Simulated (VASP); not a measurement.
# TiOsO3 (R3c) in VASP: single point with r2SCAN

Aim: the single point of TiOsO3 with r2SCAN.

Everything below comes from runs of VASP 6.6.1. Logs are shortened: lines on timing, memory, paths and dates and some standing lists are left out, and cuts for length are marked.

## 1. The cell of the first run

Symmetry: R3c, No. 161, trigonal system. Conventional cell: a = 4.727 Å, b = 4.727 Å, c = 15.808 Å, α = 90.00°, β = 90.00°, γ = 120.00°. Within 2.7 Å of Os (site symmetry 3) lie 6 O at 2.04 to 2.08 Å. Within 2.6 Å of Ti (site symmetry 3) lie 6 O at 1.97 to 2.12 Å. Within 2.6 Å of O (site symmetry 1) lie 2 Ti at 1.97 to 2.12 Å and 2 Os at 2.04 to 2.08 Å.

## 2. Single point, r2SCAN

POSCAR reads:

```
TiOsO3
1.0
    4.7267393395      0.0000002640      0.0000001838
   -2.3633698984      4.0934762130      0.0000000689
   -2.3633699509      1.3644917760      5.2694141267
Os Ti O
2 2 6
Direct
    0.0278159064     -0.0278159064      0.0834477193
    0.5278159064      0.4721840936      0.5834477193
    0.2053699809      0.7946300191      0.6161099426
    0.7053699809      0.2946300191      0.1161099426
    0.2881355227      0.0515795864      0.8451641127
    0.9484204136      0.3913918236      0.8451641127
    0.6086081764      0.7118644773      0.8451641127
    0.4484204136      0.2118644773      0.3451641127
    0.1086081764      0.5515795864      0.3451641127
    0.7881355227      0.8913918236      0.3451641127
```

INCAR.step1 reads:

```
SYSTEM = TiOsO3
  PREC = Accurate
  ENCUT = 520
  ISMEAR = -1
  SIGMA = 0.0136
  LREAL = .False.
  LASPH = .True.
  NELM = 100
  NBANDS = 49
  GGA = PE
  ALGO = Normal
  EDIFF = 1E-4
  LWAVE = .True.
  LCHARG = .False.
```

INCAR.step2 reads:

```
SYSTEM = TiOsO3
  PREC = Accurate
  ENCUT = 520
  EDIFF = 1E-6
  ISMEAR = -1
  SIGMA = 0.0136
  LREAL = .False.
  LASPH = .True.
  NELM = 100
  ALGO = Normal
  ISIF = 2
  LWAVE = .False.
  LCHARG = .False.
  METAGGA = R2SCAN
  LMIXTAU = .True.
  NBANDS = 49
  ISTART = 1
```

KPOINTS reads:

```
Automatic mesh
0
Gamma
  4 4 4
  0 0 0
```

Potentials or basis: VASP PAW PBE potentials, release 64 (Os, Ti_sv, O).

Launch:

```
cat potpaw_PBE.64/Os/POTCAR potpaw_PBE.64/Ti_sv/POTCAR potpaw_PBE.64/O/POTCAR > POTCAR
cp INCAR.step1 INCAR
mpirun -np 1 vasp_std > vasp.out
cp INCAR.step2 INCAR
mpirun -np 1 vasp_std > vasp.out
```

OUTCAR:

```text
SYSTEM = TiOsO3
   PREC = Accurate
   ENCUT = 520
   EDIFF = 1E-6
   ISMEAR = -1
   LREAL = .False.
   LASPH = .True.
   NELM = 100
   ISIF = 2
   METAGGA = R2SCAN
   ISTART = 1

 ion  position               nearest neighbor table
   1  0.028  0.972  0.083-   6 2.04   7 2.04   5 2.04  10 2.08   8 2.08   9 2.08   4 2.73   4 2.73
                             4 2.73   3 2.81
   2  0.528  0.472  0.583-   9 2.04  10 2.04   8 2.04   7 2.08   5 2.08   6 2.08   3 2.73   3 2.73
                             3 2.73   4 2.81
   3  0.205  0.795  0.616-   7 1.97   6 1.97   5 1.97   9 2.12   8 2.12  10 2.12   2 2.73   2 2.73
                             2 2.73   1 2.81
   4  0.705  0.295  0.116-  10 1.97   9 1.97   8 1.97   6 2.12   5 2.12   7 2.12   1 2.73   1 2.73
                             1 2.73   2 2.81
   5  0.288  0.052  0.845-   3 1.97   1 2.04   2 2.08   4 2.12
   6  0.948  0.391  0.845-   3 1.97   1 2.04   2 2.08   4 2.12
   7  0.609  0.712  0.845-   3 1.97   1 2.04   2 2.08   4 2.12
   8  0.448  0.212  0.345-   4 1.97   2 2.04   1 2.08   3 2.12
   9  0.109  0.552  0.345-   4 1.97   2 2.04   1 2.08   3 2.12
  10  0.788  0.891  0.345-   4 1.97   2 2.04   1 2.08   3 2.12

  LATTYP: Found a trigonal (rhomboedric) cell.
 ALAT       =     5.9341453108
 COS(alpha) =     0.6827680232

  Lattice vectors:

 A1 = (  -0.0000000525,  -2.7289844370,   5.2694140578)
 A2 = (   2.3633693886,   1.3644920400,   5.2694143105)
 A3 = (  -2.3633699509,   1.3644917760,   5.2694141267)

Analysis of symmetry for initial positions (statically):
=====================================================================
 Subroutine PRICEL returns:
 Original cell was already a primitive cell.

 Routine SETGRP: Setting up the symmetry group for a
 trigonal (rhombohedral) supercell.

 Subroutine GETGRP returns: Found  6 space group operations
 (whereof  3 operations were pure point group operations)
 out of a pool of 12 trial point group operations.

The static configuration has the point symmetry C_3 .
 The point group associated with its full space group is C_3v.

Analysis of symmetry for dynamics (positions and initial velocities):
=====================================================================
 Subroutine PRICEL returns:
 Original cell was already a primitive cell.

 Routine SETGRP: Setting up the symmetry group for a
 trigonal (rhombohedral) supercell.

 Subroutine GETGRP returns: Found  6 space group operations
 (whereof  3 operations were pure point group operations)
 out of a pool of 12 trial point group operations.

The dynamic configuration has the point symmetry C_3 .
 The point group associated with its full space group is C_3v.

 Subroutine INISYM returns: Found  6 space group operations
 (whereof  3 operations are pure point group operations),
 and found     1 'primitive' translations

----------------------------------------------------------------------------------------

                                     Primitive cell

  volume of cell :     101.9568

  direct lattice vectors                    reciprocal lattice vectors
     4.726739339  0.000000264  0.000000184     0.211562323  0.122145579  0.063258152
    -2.363369898  4.093476213  0.000000069    -0.000000011  0.244291142 -0.063258129
    -2.363369951  1.364491776  5.269414127    -0.000000007 -0.000000007  0.189774417

  length of vectors
     4.726739340  4.726739339  5.934145311     0.252348475  0.252348475  0.189774417

  position of ions in fractional coordinates (direct lattice)
     0.027815906  0.972184094  0.083447719
     0.527815906  0.472184094  0.583447719
     0.205369981  0.794630019  0.616109943
     0.705369981  0.294630019  0.116109943
     0.288135523  0.051579586  0.845164113
     0.948420414  0.391391824  0.845164113
     0.608608176  0.711864477  0.845164113
     0.448420414  0.211864477  0.345164113
     0.108608176  0.551579586  0.345164113
     0.788135523  0.891391824  0.345164113

  ion indices of the primitive-cell ions
   primitive index   ion index
                 1           1
                 2           2
                 3           3
                 4           4
                 5           5
                 6           6
                 7           7
                 8           8
                 9           9
                10          10

----------------------------------------------------------------------------------------

 KPOINTS: Automatic mesh

Automatic generation of k-mesh.
 Grid dimensions read from file:
 generate k-points for:    4    4    4

 Generating k-lattice:

  Cartesian coordinates                     Fractional coordinates (reciprocal lattice)
     0.052890581  0.030536395  0.015814538     0.250000000 -0.000000000  0.000000000
    -0.000000003  0.061072785 -0.015814532     0.000000000  0.250000000 -0.000000000
    -0.000000002 -0.000000002  0.047443604     0.000000000  0.000000000  0.250000000

  Length of vectors
     0.063087119  0.063087119  0.047443604

  Shift w.r.t. Gamma in fractional coordinates (k-lattice)
     0.000000000  0.000000000  0.000000000

 Subroutine IBZKPT returns following result:
 ===========================================

 Found     13 irreducible k-points:

 Following reciprocal coordinates:
            Coordinates               Weight
  0.000000  0.000000  0.000000      1.000000
  0.250000 -0.000000  0.000000      6.000000
  0.500000 -0.000000  0.000000      3.000000
  0.250000  0.250000  0.000000      6.000000
  0.500000  0.250000  0.000000     12.000000
 -0.250000  0.250000  0.000000      6.000000
  0.500000  0.500000  0.000000      3.000000
  0.000000 -0.000000  0.250000      2.000000
  0.250000 -0.000000  0.250000      6.000000
  0.500000 -0.000000  0.250000      6.000000
  0.250000  0.500000  0.250000      6.000000
  0.250000 -0.250000  0.250000      6.000000
  0.000000 -0.000000  0.500000      1.000000
   k-points           NKPTS =     13   k-points in BZ     NKDIM =     13   number of bands    NBANDS=     49
   number of dos      NEDOS =    301   number of ions     NIONS =     10
   total plane-waves  NPLWV =  62208
   dimension x,y,z NGX =    36 NGY =   36 NGZ =   48
   dimension x,y,z NGXF=    72 NGYF=   72 NGZF=   96
   ions per type =               2   2   6
   NGX,Y,Z   is equivalent  to a cutoff of  12.66, 12.66, 13.45 a.u.
   NGXF,Y,Z  is equivalent  to a cutoff of  25.32, 25.32, 26.89 a.u.
 SYSTEM =  TiOsO3
   PREC   = accura    normal or accurate (medium, high low for compatibility)
   ISTART =      1    job   : 0-new  1-cont  2-samecut
   ICHARG =      0    charge: 1-file 2-atom 10-const
   ISPIN  =      1    spin polarized calculation?
   LNONCOLLINEAR =      F non collinear calculations
   LSORBIT =      F    spin-orbit coupling
   LASPH  =      T    aspherical Exc in radial PAW
   ENCUT  =  520.0 eV  38.22 Ry    6.18 a.u.   8.79  8.79 11.03*2*pi/ulx,y,z
   NELM   =    100;   NELMIN=  2; NELMDL=  0     # of ELM steps
   EDIFF  = 0.1E-05   stopping-criterion for ELM
   LREAL  =      F    real-space projection
   EDIFFG = 0.1E-04   stopping-criterion for IOM
   NSW    =      0    number of steps for IOM
   IBRION =     -1    ionic relax: 0-MD 1-quasi-New 2-CG
   NFREE  =      0    steps in history (QN), initial steepest desc. (CG)
   ISIF   =      2    stress and relaxation
   ISYM   =      2    0-nonsym 1-usesym 2-fastsym
   POTIM  = 0.5000    time-step for ionic-motion
   TEBEG  =    0.0;   TEEND  =   0.0 temperature during run
   PSTRESS=    0.0 pullay stress
   NELECT =      76.0000    total number of electrons
   NUPDOWN=      -1.0000    fix difference up-down
   EMIN   =  10.00;   EMAX   =-10.00  energy-range for DOS
   EFERMI =   0.00;   METHOD = LEGACY
   ISMEAR =    -1;   SIGMA  =   0.01  broadening in eV -4-tet -1-fermi 0-gaus
   EFERMI_NEDOS =   21; number of points for ismear=-14 and -15
   IALGO  =     38    algorithm
   IMIX   =      4    mixing-type and parameters
     AMIX     =   0.40;   BMIX     =  1.00
     AMIX_MAG =   1.60;   BMIX_MAG =  1.00
  volume/ion in A,a.u.               =      10.20        68.80
  Fermi-wavevector in a.u.,A,eV,Ry     =   1.484365  2.805042 29.978239  2.203338
  Thomas-Fermi vector in A             =   2.597911
   LORBIT       =      0    0 simple, 1 ext, 2 COOP (PROOUT), +10 PAW based schemes
   METAGGA = R2SCAN    functional components
   LHFCALC =     F    Hartree Fock is set to
   AEXX    =    0.0000 exact exchange contribution
   IVDW    =     0    specifies the selected vdW correction
   LEPSILON=     F    determine dielectric tensor
   LRPA    =     F    only Hartree local field effects (RPA)
 non-spin polarized calculation
  energy-cutoff  :      520.00
  volume of cell :      101.96
 maximum number of plane-waves:      2773
   NGX = 17   NGY = 17   NGZ = 23

 number of electron      76.0000003 magnetization

 Free energy of the ion-electron system (eV)
  ---------------------------------------------------
  ext. energy  EPLUGINS =         0.00000000
  ---------------------------------------------------
  free energy    TOTEN  =      -187.74236253 eV

  energy without entropy =     -187.74171235  energy(sigma->0) =     -187.74203744

 E-fermi :   8.1905     XC(G=0): -13.1470

 val. band max:        8.1804965526   @ k =   0.0000   0.0000   0.0000
 cond. band min:       8.2130171603   @ k =   0.0000   0.0000   0.0000
 fundamental gap:      0.0325206076
 Fermi energy:         8.1905360935

 k-point     1 :       0.0000    0.0000    0.0000
  band No.  band energies     occupation
      1     -52.6680      2.00000
      2     -52.6613      2.00000
      3     -27.9881      2.00000
      4     -27.9881      2.00000
      5     -27.9534      2.00000
      6     -27.9302      2.00000
[... 41 lines left out ...]
     48      10.8151      0.00000
     49      11.4959      0.00000
[... 622 lines left out ...]
     48      10.9798      0.00000
     49      12.0626      0.00000

------------------------ aborting loop because EDIFF is reached ----------------------------------------

  FORCE on cell =-STRESS in cart. coord.  units (eV):
  Direction    XX          YY          ZZ          XY          YZ          ZX
  --------------------------------------------------------------------------------------
  -------------------------------------------------------------------------------------
  Total        1.8246154      1.8246154      2.1155902     -0.0000000     -0.0000000     -0.0000000
  in kB       28.6725050     28.6725050     33.2449637     -0.0000000     -0.0000002     -0.0000002
  external PRESSURE =      30.1966579 kB  Pullay stress =       0.0000000 kB

 VOLUME and BASIS-vectors are now :
 -----------------------------------------------------------------------------
  energy-cutoff  :      520.00
  volume of cell :      101.96
      direct lattice vectors                 reciprocal lattice vectors
     4.726739339  0.000000264  0.000000184     0.211562323  0.122145579  0.063258152
    -2.363369898  4.093476213  0.000000069    -0.000000011  0.244291142 -0.063258129
    -2.363369951  1.364491776  5.269414127    -0.000000007 -0.000000007  0.189774417

 POSITION                                       TOTAL-FORCE (eV/Angst)
 -----------------------------------------------------------------------------------
     -2.36337      4.09348      0.43972         0.000000      0.000000     -0.011997
     -0.00000      2.72898      3.07443         0.000000      0.000000     -0.011997
     -2.36337      4.09348      3.24654        -0.000000     -0.000000      0.024465
      2.36337      1.36449      0.61183        -0.000000     -0.000000      0.024465
     -0.75740      1.36436      4.45352         0.077201     -0.090670     -0.004156
      1.56050      2.75537      4.45352         0.039922      0.112193     -0.004156
     -0.80310      4.06722      4.45352        -0.117123     -0.021523     -0.004156
      0.80310      1.33824      1.81881         0.117123     -0.021523     -0.004156
     -1.60597      2.72885      1.81881        -0.077201     -0.090670     -0.004156
      0.80287      4.11987      1.81881        -0.039922      0.112193     -0.004156
 -----------------------------------------------------------------------------------
    total drift:                               -0.000069      0.000040     -0.001676

  FREE ENERGIE OF THE ION-ELECTRON SYSTEM (eV)
  ---------------------------------------------------
  free  energy   TOTEN  =      -187.7423625284 eV

  energy  without entropy=     -187.7417123500  energy(sigma->0) =     -187.74203744
```

Wall time 11 min (1 thread of AMD EPYC 7R43 (Zen 3), shared host); peak memory 0.24 GiB.

What came out:

| Property | Result |
| --- | --- |
| Free energy | -187.7424 eV |
| Pressure | 3.0 GPa |
| Largest force | 0.119 eV/Å |
| Band gap on the k mesh | 0.03 eV, direct |

Forces on the atoms (eV/Å):
```
Os   0.000  0.000 -0.012
Os   0.000  0.000 -0.012
Ti   0.000  0.000  0.024
Ti   0.000  0.000  0.024
O    0.077 -0.091 -0.004
O    0.040  0.112 -0.004
O   -0.117 -0.022 -0.004
O    0.117 -0.022 -0.004
O   -0.077 -0.091 -0.004
O   -0.040  0.112 -0.004
```

Levels at points of the mesh, in eV from the valence-band top:
| k point | band 35 | band 36 | band 37 | band 38 | band 39 | band 40 | band 41 | band 42 |
| --- | --- | --- | --- | --- | --- | --- | --- | --- |
| (0.00, 0.00, 0.00) | -2.38 | -1.34 | -1.34 | 0.00 | 0.03 | 0.03 | 1.29 | 1.29 |
| (0.50, 0.00, 0.00) | -1.57 | -1.57 | -1.31 | -1.31 | 1.01 | 1.01 | 1.28 | 1.28 |
| (0.50, 0.50, 0.00) | -2.12 | -1.80 | -1.55 | -0.88 | 0.80 | 0.98 | 1.02 | 1.50 |
| (0.00, 0.00, 0.50) | -1.38 | -1.38 | -1.14 | -1.14 | 0.60 | 0.60 | 0.60 | 0.60 |

Caveat: the PAW data sets were made with another functional, which shifts forces and pressure a little; spin-orbit coupling is left out, which moves the levels of the heavy elements. A k mesh can miss the band edges.
